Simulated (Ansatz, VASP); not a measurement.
One calculation of V, two programs

```
V
1.0
    -1.46274    1.46274    1.46274
     1.46274   -1.46274    1.46274
     1.46274    1.46274   -1.46274
V
1
Direct
  0.00000 0.00000 0.00000
```

Alike in both runs: functional LDA; k mesh 22 × 22 × 22; occupations gaussian, width 0.05 eV; no spin polarisation.

Ansatz relaxed the structure, and its values are those at the end. VASP's run is a single point on that final structure, the one shown.

```csv
,VASP,Ansatz
version,VASP 6.6.1,Ansatz 0.2.0
potentials or method,"VASP PAW LDA potentials, release 64 (V_sv), cutoff 500 eV","scalar-relativistic, plane waves, PAW"
valence electrons in the cell,13,13
```

```tsv
	VASP	Ansatz	Ansatz less VASP
gap on the k mesh at the Fermi level (eV)	none	none	-
pressure (GPa)	0.4	0.0	-0.41
```

LDA's correlation is that of Perdew and Zunger in VASP and of Perdew and Wang (1992) in Ansatz. A gap of «none» marks a metal or a gap that the smearing closes.
